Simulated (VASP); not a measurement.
Nb2Te:

```
CELL_PARAMETERS angstrom
3.44767 0.00000 0.00000
0.00000 3.44767 0.00000
0.00000 0.00000 5.51797
ATOMIC_POSITIONS crystal
Nb 0.50000 0.50000 0.28892
Nb 0.50000 0.50000 0.71108
Te 0.00000 0.00000 0.00000
```

The cell was generated, and may not be a known phase.

* Program: VASP 6.6.1
* Task: relaxation of cell and atoms
* Functional: PBE
* Potentials or basis: VASP PAW PBE potentials, release 64 (Nb_sv, Te)
* Cutoff: 600 eV
* k mesh: 6 × 6 × 4
* Occupations: gaussian, width 0.1 eV
* Spin: no spin polarisation

At the start: pressure 0.0 GPa; volume 21.86 Å³/atom.

How do energy, volume and symmetry change on relaxing?

Over 10 steps the energy falls by 26.0 meV/atom and the volume is 21.70 Å³/atom (-0.8 %); space group P4/mmm (No. 123, to 0.1 Å) before and after.

The path:
| step | energy change (eV) | largest force (eV/Å) | pressure (GPa) | volume (Å³) |
| --- | --- | --- | --- | --- |
| 1 | 0.0000 | 0.5152 | 0.03 | 65.59 |
| 2 | -0.0402 | 0.3526 | -0.64 | 65.62 |
| 3 | 0.0038 | 0.9225 | -0.28 | 65.57 |
| 4 | -0.0735 | 0.1397 | -0.84 | 65.62 |
| 5 | -0.0741 | 0.1966 | -0.86 | 65.62 |
| 6 | -0.0761 | 0.0256 | -0.88 | 65.62 |
| 7 | -0.0724 | 0.1669 | 1.65 | 64.22 |
| 8 | -0.0775 | 0.0735 | -0.01 | 65.13 |
| 9 | -0.0775 | 0.0705 | -0.02 | 65.14 |
| 10 | -0.0779 | 0.0154 | 0.01 | 65.09 |

Final structure:
```
Nb Te
1.0
     3.37945    0.00000    0.00000
     0.00000    3.37945    0.00000
     0.00000    0.00000    5.69891
Nb Te
2 1
Direct
  0.50000 0.50000 0.27907
  0.50000 0.50000 0.72093
  0.00000 0.00000 0.00000
```
